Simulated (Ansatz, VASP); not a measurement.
**HPbNO4: VASP beside Ansatz**

```
CELL_PARAMETERS angstrom
4.92453 0.00000 0.00000
0.00000 5.59720 0.00000
0.00000 0.00000 7.24347
ATOMIC_POSITIONS crystal
H 0.00000 0.50000 0.19317
H 0.50000 0.00000 0.80683
Pb 0.50000 0.50000 0.95257
Pb 0.00000 0.00000 0.04743
N 0.00000 0.00000 0.63654
N 0.50000 0.50000 0.36346
O 0.00000 0.50000 0.05860
O 0.50000 0.00000 0.94140
O 0.00000 0.19569 0.72995
O 0.00000 0.80431 0.72995
O 0.00000 0.00000 0.46750
O 0.50000 0.69569 0.27005
O 0.50000 0.30431 0.27005
O 0.50000 0.50000 0.53250
```

Alike in both runs: task single point; functional PBE-based screened hybrid; k mesh 3 × 2 × 2; occupations fermi-dirac, width 0.05 eV; no spin polarisation.

|  | VASP | Ansatz |
| --- | --- | --- |
| version | VASP 6.6.1 | Ansatz 0.2.0 |
| potentials or method | VASP PAW PBE potentials, release 64 (H, Pb_d, N, O) | Ansatz PAW |
| plane-wave cutoff (eV) | 520 | 420 |
| valence electrons in the cell | 88 | 88 |

Ansatz gave:

* gap on the k mesh at the Fermi level (eV): 4.17
* least direct gap on the mesh (eV): 4.21
* pressure (GPa): -4.1
* traceless stress, the component that is largest in VASP (GPa): 2.86
* rms of the force components (eV/Å): 0.580

**Question.** What did VASP give for the same quantities?

**Answer.** gap on the k mesh at the Fermi level (eV): 4.15; least direct gap on the mesh (eV): 4.19; pressure (GPa): -3.1; traceless stress, the component that is largest in VASP (GPa): 1.66; rms of the force components (eV/Å): 0.369.

VASP's potentials were made for PBE, not for PBE-based screened hybrid. Atom by atom the forces differ by 0.225 eV/Å (rms over components). The functional is the same, so the differences come from potentials, cutoffs and numerics.

The k mesh is coarse, so the values compare programs but aren't converged. Neither program's run includes spin-orbit coupling. Noted on VASP's run: the standard files for N, O and F lose accuracy on very short bonds. Noted on Ansatz's run: odd divisions of the mesh miss points on the zone boundary, where band edges often lie, so the gap on the mesh can be too wide.
